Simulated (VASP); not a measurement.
# HW4C4 in VASP: notebook

Runs on HW4C4. Level: PBE. Tasks: single point.

Everything below comes from runs of VASP 6.6.1. Logs are shortened: lines on timing, memory, paths and dates and some standing lists are left out, and cuts for length are marked.

## 1. The cell of the first run

The cell holds a slab with vacuum, 18 atoms: a = 5.787 Å, b = 5.787 Å, c = 17.247 Å, α = 90.00°, β = 90.00°, γ = 120.00°.

## 2. Single point, PBE

The input, INCAR:

```
SYSTEM = HW4C4
  PREC = Accurate
  ENCUT = 520
  EDIFF = 1E-7
  ISMEAR = -1
  SIGMA = 0.05
  LREAL = Auto
  LASPH = .TRUE.
  NELM = 80
  ALGO = Normal
  ISIF = 2
  LWAVE = .FALSE.
  LCHARG = .TRUE.
  GGA = PE
  LELF = .TRUE.
  LVHAR = .TRUE.
  NBANDS = 88
```

The input, KPOINTS:

```
Automatic mesh
0
G
  4 4 1
  0 0 0
```

The input, POSCAR:

```
HW4C4
1.0
    5.7868000000      0.0000000000      0.0000000000
   -2.8934000000      5.0115160000      0.0000000000
    0.0000000000      0.0000000000     17.2472500000
W C H
8 8 2
Direct
    0.0000000000      0.0000000000      0.0579803157
   -0.0001940256      0.0002430402      0.2247073012
    0.0000000000      0.5000000000      0.0579803157
   -0.0001884483      0.5000838070      0.2246883416
    0.5000000000      0.0000000000      0.0579803157
    0.4998540199      0.0001670153      0.2247671948
    0.5000000000      0.5000000000      0.0579803157
    0.4997727618      0.5001161325      0.2246168520
    0.3332662115      0.1667038477      0.1346033136
    0.3330242921      0.1669658443      0.2894423169
    0.3332638988      0.6667583222      0.1346228529
    0.3331155603      0.6666050752      0.2894646393
    0.8332486817      0.1667130266      0.1346246503
    0.8332512384      0.1669227435      0.2895575237
    0.8332672861      0.6667160197      0.1345807593
    0.8330824092      0.6669137642      0.2893388221
    0.7059320938      0.3691314165      0.4414891649
    0.6397395849      0.4494031347      0.4504892664
```

Potentials or basis: VASP PAW PBE potentials, release 64 (W_sv, C, H).

Launch:

```console
> cat potpaw_PBE.64/W_sv/POTCAR potpaw_PBE.64/C/POTCAR potpaw_PBE.64/H/POTCAR > POTCAR
> mpirun -np 1 vasp_std > vasp.out
```

OUTCAR:

```text
SYSTEM = HW4C4
   PREC = Accurate
   ENCUT = 520
   EDIFF = 1E-7
   ISMEAR = -1
   LREAL = Auto
   LASPH = .TRUE.
   NELM = 80
   ISIF = 2
   GGA = PE

 ion  position               nearest neighbor table
   1  0.000  0.000  0.058-  15 2.13   9 2.13  13 2.13   2 2.88   5 2.89   5 2.89   3 2.89   3 2.89
                             7 2.89   7 2.89
   2  1.000  0.000  0.225-  16 2.01  10 2.01  14 2.01  13 2.28   9 2.28  15 2.28   1 2.88   4 2.89
                             6 2.89   8 2.89   8 2.89   6 2.89   4 2.89
   3  0.000  0.500  0.058-  11 2.13  13 2.13  15 2.13   4 2.88   7 2.89   7 2.89   5 2.89   1 2.89
                             1 2.89   5 2.89
   4  1.000  0.500  0.225-  16 2.01  12 2.01  14 2.01  15 2.28  13 2.28  11 2.28   3 2.88   2 2.89
                             6 2.89   8 2.89   8 2.89   6 2.89   2 2.89
   5  0.500  0.000  0.058-  11 2.13  13 2.13   9 2.13   6 2.88   1 2.89   1 2.89   3 2.89   7 2.89
                             7 2.89   3 2.89
   6  0.500  0.000  0.225-  12 2.01  10 2.01  14 2.01   9 2.28  13 2.28  11 2.28   5 2.88   2 2.89
                             4 2.89   8 2.89   8 2.89   4 2.89   2 2.89
   7  0.500  0.500  0.058-  15 2.13   9 2.13  11 2.13   8 2.87   3 2.89   3 2.89   5 2.89   5 2.89
                             1 2.89   1 2.89
   8  0.500  0.500  0.225-  16 2.01  10 2.01  12 2.01  11 2.28   9 2.28  15 2.28   7 2.87   2 2.89
                             4 2.89   6 2.89   6 2.89   4 2.89   2 2.89
   9  0.333  0.167  0.135-   1 2.13   7 2.13   5 2.13   8 2.28   6 2.28   2 2.28
  10  0.333  0.167  0.289-   2 2.01   8 2.01   6 2.01
  11  0.333  0.667  0.135-   5 2.13   3 2.13   7 2.13   8 2.28   4 2.28   6 2.28
  12  0.333  0.667  0.289-   4 2.01   8 2.01   6 2.01
  13  0.833  0.167  0.135-   5 2.13   3 2.13   1 2.13   2 2.28   4 2.28   6 2.28
  14  0.833  0.167  0.290-   4 2.01   2 2.01   6 2.01
  15  0.833  0.667  0.135-   7 2.13   1 2.13   3 2.13   4 2.28   8 2.28   2 2.28
  16  0.833  0.667  0.289-   2 2.01   8 2.01   4 2.01
  17  0.706  0.369  0.441-  18 0.75
  18  0.640  0.449  0.450-  17 0.75

  LATTYP: Found a hexagonal cell.
 ALAT       =     5.7868000000
 C/A-ratio  =     2.9804468791

  Lattice vectors:

 A1 = (   5.7868000000,   0.0000000000,   0.0000000000)
 A2 = (  -2.8934000000,   5.0115160000,   0.0000000000)
 A3 = (   0.0000000000,   0.0000000000,  17.2472500000)

Analysis of symmetry for initial positions (statically):
=====================================================================
 Subroutine PRICEL returns:
 Original cell was already a primitive cell.

 Routine SETGRP: Setting up the symmetry group for a
 hexagonal supercell.

 Subroutine GETGRP returns: Found  1 space group operations
 (whereof  1 operations were pure point group operations)
 out of a pool of 24 trial point group operations.

The static configuration has the point symmetry C_1 .

Analysis of symmetry for dynamics (positions and initial velocities):
=====================================================================
 Subroutine PRICEL returns:
 Original cell was already a primitive cell.

 Routine SETGRP: Setting up the symmetry group for a
 hexagonal supercell.

 Subroutine GETGRP returns: Found  1 space group operations
 (whereof  1 operations were pure point group operations)
 out of a pool of 24 trial point group operations.

The dynamic configuration has the point symmetry C_1 .

 Subroutine INISYM returns: Found  1 space group operations
 (whereof  1 operations are pure point group operations),
 and found     1 'primitive' translations

----------------------------------------------------------------------------------------

                                     Primitive cell

  volume of cell :     500.1813

  direct lattice vectors                    reciprocal lattice vectors
     5.786800000  0.000000000  0.000000000     0.172807078  0.099770209  0.000000000
    -2.893400000  5.011516000  0.000000000     0.000000000  0.199540419  0.000000000
     0.000000000  0.000000000 17.247250000     0.000000000  0.000000000  0.057980258

  length of vectors
     5.786800000  5.786800167 17.247250000     0.199540424  0.199540419  0.057980258

  position of ions in fractional coordinates (direct lattice)
     0.000000000  0.000000000  0.057980316
     0.999805974  0.000243040  0.224707301
     0.000000000  0.500000000  0.057980316
     0.999811552  0.500083807  0.224688342
     0.500000000  0.000000000  0.057980316
     0.499854020  0.000167015  0.224767195
[... 10 lines left out ...]
     0.705932094  0.369131416  0.441489165
     0.639739585  0.449403135  0.450489266

  ion indices of the primitive-cell ions
   primitive index   ion index
                 1           1
                 2           2
                 3           3
                 4           4
                 5           5
                 6           6
[... 10 lines left out ...]
                17          17
                18          18

[... 59 lines left out ...]
   NSW    =      0    number of steps for IOM
   IBRION =     -1    ionic relax: 0-MD 1-quasi-New 2-CG
   NFREE  =      0    steps in history (QN), initial steepest desc. (CG)
   ISIF   =      2    stress and relaxation
   ISYM   =      2    0-nonsym 1-usesym 2-fastsym
   POTIM  = 0.5000    time-step for ionic-motion
   TEBEG  =    0.0;   TEEND  =   0.0 temperature during run
   PSTRESS=    0.0 pullay stress
   NELECT =     146.0000    total number of electrons
   NUPDOWN=      -1.0000    fix difference up-down
   EMIN   =  10.00;   EMAX   =-10.00  energy-range for DOS
   EFERMI =   0.00;   METHOD = LEGACY
   ISMEAR =    -1;   SIGMA  =   0.05  broadening in eV -4-tet -1-fermi 0-gaus
   EFERMI_NEDOS =   21; number of points for ismear=-14 and -15
   IALGO  =     38    algorithm
   IMIX   =      4    mixing-type and parameters
     AMIX     =   0.40;   BMIX     =  1.00
     AMIX_MAG =   1.60;   BMIX_MAG =  1.00
  volume/ion in A,a.u.               =      27.79       187.52
  Fermi-wavevector in a.u.,A,eV,Ry     =   1.085967  2.052180 16.045682  1.179324
  Thomas-Fermi vector in A             =   2.222093
   LORBIT       =      0    0 simple, 1 ext, 2 COOP (PROOUT), +10 PAW based schemes
   GGA     = PE    functional components
   LHFCALC =     F    Hartree Fock is set to
   AEXX    =    0.0000 exact exchange contribution
   IVDW    =     0    specifies the selected vdW correction
   LEPSILON=     F    determine dielectric tensor
   LRPA    =     F    only Hartree local field effects (RPA)
 non-spin polarized calculation
  energy-cutoff  :      520.00
  volume of cell :      500.18
 maximum number of plane-waves:     13488
 NGX is ok and might be reduce to    48
   NGX = 21   NGY = 21   NGZ = 65

 number of electron     145.9999994 magnetization

 Free energy of the ion-electron system (eV)
  ---------------------------------------------------
  ext. energy  EPLUGINS =         0.00000000
  ---------------------------------------------------
  free energy    TOTEN  =      -169.03929508 eV

  energy without entropy =     -168.96588801  energy(sigma->0) =     -169.00259154

 E-fermi :   0.0348     XC(G=0):  -6.0227

 val. band max:       -0.0345484794   @ k =   0.0000   0.5000   0.0000
 cond. band min:       0.0975147954   @ k =   0.5000   0.2500   0.0000
 fundamental gap:      0.1320632748
 Fermi energy:         0.0348107621

 k-point     1 :       0.0000    0.0000    0.0000
  band No.  band energies     occupation
      1     -73.8993      2.00000
      2     -73.8370      2.00000
      3     -73.8347      2.00000
      4     -73.8324      2.00000
      5     -73.8055      2.00000
      6     -73.7467      2.00000
[... 77 lines left out ...]
     84       3.1645      0.00000
     85       3.4302      0.00000

 k-point     2 :       0.2500   -0.0000    0.0000
  band No.  band energies     occupation
      1     -73.8899      2.00000
      2     -73.8447      2.00000
      3     -73.8347      2.00000
      4     -73.8342      2.00000
      5     -73.7969      2.00000
      6     -73.7550      2.00000
[... 693 lines left out ...]
     84       2.5254      0.00000
     85       2.5321      0.00000

 k-point    10 :       0.5000    0.2500    0.0000
  band No.  band energies     occupation
      1     -73.8739      2.00000
      2     -73.8526      2.00000
      3     -73.8492      2.00000
      4     -73.8279      2.00000
      5     -73.7821      2.00000
      6     -73.7615      2.00000
[... 77 lines left out ...]
     84       2.5242      0.00000
     85       2.5331      0.00000
 [bands above 85 left out]

------------------------ aborting loop because EDIFF is reached ----------------------------------------

  FORCE on cell =-STRESS in cart. coord.  units (eV):
  Direction    XX          YY          ZZ          XY          YZ          ZX
  --------------------------------------------------------------------------------------
  -------------------------------------------------------------------------------------
  Total       12.0090563     12.0273048      1.2742628      0.0334683     -0.0861145      0.1061618
  in kB       38.4673270     38.5257807      4.0817099      0.1072053     -0.2758415      0.3400567
  external PRESSURE =      27.0249392 kB  Pullay stress =       0.0000000 kB

 VOLUME and BASIS-vectors are now :
 -----------------------------------------------------------------------------
  energy-cutoff  :      520.00
  volume of cell :      500.18
      direct lattice vectors                 reciprocal lattice vectors
     5.786800000  0.000000000  0.000000000     0.172807078  0.099770209  0.000000000
    -2.893400000  5.011516000  0.000000000     0.000000000  0.199540419  0.000000000
     0.000000000  0.000000000 17.247250000     0.000000000  0.000000000  0.057980258

 POSITION                                       TOTAL-FORCE (eV/Angst)
 -----------------------------------------------------------------------------------
      0.00000      0.00000      1.00000        -0.006766      0.004007     -0.066109
      5.78497      0.00122      3.87558         0.001726     -0.000348     -0.034608
     -1.44670      2.50576      1.00000        -0.004764      0.002444     -0.070641
      4.33877      2.50618      3.87526         0.001232      0.000369     -0.033851
      2.89340      0.00000      1.00000        -0.005329      0.002151     -0.062002
      2.89207      0.00084      3.87662         0.001420      0.000191     -0.036986
[... 10 lines left out ...]
      3.01704      1.84991      7.61447        -0.020335      0.009662      0.032721
      2.40174      2.25219      7.76970         0.029145     -0.023195      0.021456
 -----------------------------------------------------------------------------------
    total drift:                               -0.002350      0.002389     -0.006081

  FREE ENERGIE OF THE ION-ELECTRON SYSTEM (eV)
  ---------------------------------------------------
  free  energy   TOTEN  =      -169.0392950759 eV

  energy  without entropy=     -168.9658880133  energy(sigma->0) =     -169.00259154
```

It took 16 min on 1 thread of Intel Xeon 6975P-C (Granite Rapids), shared host; peak memory 0.76 GiB.

Results:

```yaml
Free_energy: -169.0393 eV
Largest_force: 0.093 eV/Å
Band_gap_on_the_k_mesh: zero (bands 73 and 74 overlap by 0.64 eV)
```

Forces in eV/Å, atoms in the order of the input:
```
W   -0.007  0.004 -0.066
W    0.002  0.000 -0.035
W   -0.005  0.002 -0.071
W    0.001  0.000 -0.034
W   -0.005  0.002 -0.062
W    0.001  0.000 -0.037
W   -0.007  0.003 -0.079
W    0.002  0.000 -0.031
C    0.001  0.000  0.002
C    0.001  0.000  0.088
C    0.001 -0.001  0.001
C    0.001  0.001  0.086
C    0.001  0.000  0.001
C    0.001  0.000  0.086
C    0.001  0.000  0.001
C    0.001  0.001  0.093
H   -0.020  0.010  0.033
H    0.029 -0.023  0.021
```

Levels at points of the mesh, in eV from the Fermi level:
```csv
k point,band 70,band 71,band 72,band 73,band 74,band 75,band 76,band 77
"(0.00, 0.00, 0.00)",0.36,0.36,0.56,0.56,0.56,1.25,1.39,1.40
"(0.50, 0.00, 0.00)",-0.98,-0.98,-0.47,-0.46,-0.07,-0.07,1.32,1.32
"(0.00, 0.50, 0.00)",-0.99,-0.98,-0.46,-0.46,-0.07,-0.07,1.32,1.32
"(0.50, 0.50, 0.00)",-0.98,-0.98,-0.46,-0.46,-0.07,-0.07,1.32,1.33
```

Caveat: spin-orbit coupling is left out, which moves the levels of the heavy elements.

## 3. Single point, PBE

The input, INCAR:

```
SYSTEM = HW4C4
ALGO     = Normal         ! electronic algorithm
EDIFF    = 1E-6           ! SCF threshold, eV
ENCUT    = 520            ! plane-wave cutoff, eV
GGA      = PE             ! functional
ISIF     = 2              ! what is computed and relaxed
ISMEAR   = -1             ! smearing method
LASPH    = .TRUE.         ! aspherical terms in the spheres
LCHARG   = .FALSE.        ! write CHGCAR
LREAL    = Auto         
LWAVE    = .FALSE.        ! write WAVECAR
NBANDS   = 88             ! bands
NELM     = 80             ! most SCF steps
PREC     = Accurate       ! precision mode
SIGMA    = 0.05           ! smearing width, eV
```

The input, KPOINTS:

```
k-points
0
G
  4 4 1
  0 0 0
```

The input, POSCAR:

```
HW4C4
1.0
    5.7868000000      0.0000000000      0.0000000000
   -2.8934000000      5.0115160000      0.0000000000
    0.0000000000      0.0000000000     17.2472500000
W C H
8 8 2
Direct
    0.0000000000      0.0000000000      0.0579803157
   -0.0021312627      0.0009707641      0.2243821479
    0.0000000000      0.5000000000      0.0579803157
   -0.0019883464      0.5000137683      0.2241416458
    0.5000000000      0.0000000000      0.0579803157
    0.4979328621      0.0004679223      0.2247463799
    0.5000000000      0.5000000000      0.0579803157
    0.4972355700      0.5000846051      0.2237058662
    0.3324181082      0.1666334099      0.1344738437
    0.3304711980      0.1680551354      0.2890466596
    0.3325677916      0.6671885314      0.1344513473
    0.3306397432      0.6655536967      0.2890631840
    0.8325035047      0.1667499415      0.1345651626
    0.8315621684      0.1678557945      0.2895287655
    0.8325333207      0.6668403333      0.1343574773
    0.8303653654      0.6669189523      0.2882721593
    0.7186538548      0.4246730929      0.4056533650
    0.6477756235      0.4992531202      0.4165929061
```

Potentials or basis: VASP PAW PBE potentials, release 64 (W_sv, C, H).

Launch:

```console
> cat potpaw_PBE.64/W_sv/POTCAR potpaw_PBE.64/C/POTCAR potpaw_PBE.64/H/POTCAR > POTCAR
> mpirun -np 1 vasp_std > vasp.out
```

Run time: 13 min. Hardware: 1 thread of Intel Xeon 6975P-C (Granite Rapids), shared host; peak memory 0.75 GiB.

Results (log left out):

```
Free energy            : -168.9095 eV
Largest force          : 0.227 eV/Å
Band gap on the k mesh : zero (bands 73 and 74 overlap by 0.64 eV)
```

Forces in eV/Å, atoms in the order of the input:
```
W   -0.062  0.010 -0.143
W    0.016  0.000 -0.037
W   -0.057  0.006 -0.170
W    0.007  0.006 -0.016
W   -0.054  0.012 -0.111
W    0.015  0.000 -0.037
W   -0.056  0.008 -0.220
W    0.022  0.006 -0.019
C    0.009  0.002  0.000
C    0.022  0.000  0.090
C    0.008 -0.005  0.004
C    0.021  0.017  0.099
C    0.005  0.002 -0.004
C    0.019 -0.007  0.078
C    0.008  0.000 -0.005
C    0.019  0.028  0.077
H   -0.007 -0.020  0.226
H    0.064 -0.064  0.188
```

Levels at points of the mesh, in eV from the Fermi level:
```csv
k point,band 71,band 72,band 73,band 74,band 75,band 76
"(0.00, 0.00, 0.00)",0.36,0.56,0.56,0.56,1.28,1.36
"(0.50, 0.00, 0.00)",-0.97,-0.47,-0.44,-0.08,-0.07,1.31
"(0.00, 0.50, 0.00)",-0.96,-0.47,-0.45,-0.08,-0.05,1.31
"(0.50, 0.50, 0.00)",-0.96,-0.47,-0.44,-0.08,-0.07,1.32
```

Caveat: spin-orbit coupling is left out, which moves the levels of the heavy elements.

## 4. Single point, PBE

The input, INCAR:

```
ALGO = Normal
EDIFF = 1E-6
ENCUT = 520
GGA = PE
ISIF = 2
ISMEAR = -1
LASPH = T
LCHARG = F
LREAL = Auto
LWAVE = F
NBANDS = 88
NELM = 60
PREC = Accurate
SIGMA = 0.05
```

The input, KPOINTS:

```
k-points
0
Gamma
  4 4 1
```

The input, POSCAR:

```
HW4C4
1.0
    5.7868000000      0.0000000000      0.0000000000
   -2.8934000000      5.0115160000      0.0000000000
    0.0000000000      0.0000000000     17.2472500000
W C H
8 8 2
Direct
    0.0000000000      0.0000000000      0.0579803157
   -0.0016377093      0.0030631450      0.2240882460
    0.0000000000      0.5000000000      0.0579803157
   -0.0012115816      0.5017124559      0.2240150169
    0.5000000000      0.0000000000      0.0579803157
    0.4986511259      0.0021149289      0.2245914566
    0.5000000000      0.5000000000      0.0579803157
    0.4978856383      0.5019028174      0.2231211932
    0.3326618055      0.1672428064      0.1343575932
    0.3309553199      0.1700750831      0.2885335923
    0.3327037251      0.6678015195      0.1343600284
    0.3320730402      0.6672116781      0.2888493528
    0.8326992081      0.1674309730      0.1345112409
    0.8321831741      0.1699134553      0.2895522475
    0.8327987107      0.6674820553      0.1342332256
    0.8314582824      0.6697179057      0.2877336967
    0.7015623480      0.4020100904      0.3918191596
    0.6109100585      0.4565664362      0.4017689197
```

Launch:

```console
> cat potpaw_PBE.64/W_sv/POTCAR potpaw_PBE.64/C/POTCAR potpaw_PBE.64/H/POTCAR > POTCAR
> mpirun -np 1 vasp_std > vasp.out
```

It took 27 min on 1 thread of Intel Xeon Platinum 8488C (Sapphire Rapids), shared host; peak memory 0.76 GiB.

Results (log left out):

* Free energy: -168.7848 eV
* Largest force: 0.390 eV/Å
* Band gap on the k mesh: zero (bands 73 and 74 overlap by 0.64 eV)

Forces in eV/Å, atoms in the order of the input:
```
W   -0.071  0.049 -0.200
W    0.014 -0.004 -0.038
W   -0.059  0.040 -0.213
W    0.009 -0.004 -0.033
W   -0.059  0.045 -0.157
W    0.007 -0.003 -0.037
W   -0.058  0.043 -0.317
W   -0.004  0.001 -0.052
C    0.007 -0.003 -0.002
C    0.007  0.003  0.090
C    0.003  0.002  0.002
C    0.013 -0.004  0.104
C    0.005 -0.002 -0.005
C    0.024 -0.016  0.072
C    0.007 -0.004  0.001
C    0.010  0.000  0.078
H    0.015 -0.045  0.387
H    0.130 -0.098  0.319
```

Levels at points of the mesh, in eV from the Fermi level:
| k point | band 71 | band 72 | band 73 | band 74 | band 75 | band 76 |
| --- | --- | --- | --- | --- | --- | --- |
| (0.00, 0.00, 0.00) | 0.36 | 0.56 | 0.56 | 0.57 | 1.30 | 1.33 |
| (0.50, 0.00, 0.00) | -0.94 | -0.47 | -0.42 | -0.08 | -0.07 | 1.31 |
| (0.00, 0.50, 0.00) | -0.94 | -0.47 | -0.43 | -0.07 | -0.04 | 1.30 |
| (0.50, 0.50, 0.00) | -0.95 | -0.47 | -0.41 | -0.08 | -0.06 | 1.32 |

Caveat: spin-orbit coupling is left out, which moves the levels of the heavy elements.

## 5. The runs side by side

| cell | gap on the mesh (eV) | largest force (eV/Å) |
| --- | --- | --- |
| as given, atomic positions A | none | 0.09 |
| as given, atomic positions B | none | 0.23 |
| as given, atomic positions C | none | 0.39 |

Alike in all rows: task single point; level PBE; potentials or basis VASP PAW PBE potentials, release 64 (W_sv, C, H); no spin polarisation; k mesh 4 × 4 × 1; cutoff (eV) 520; smearing fermi-dirac 0.05 eV.

Caveats: spin-orbit coupling is left out, which moves the levels of the heavy elements.

Absolute energies hang on the potentials; compare differences alone.
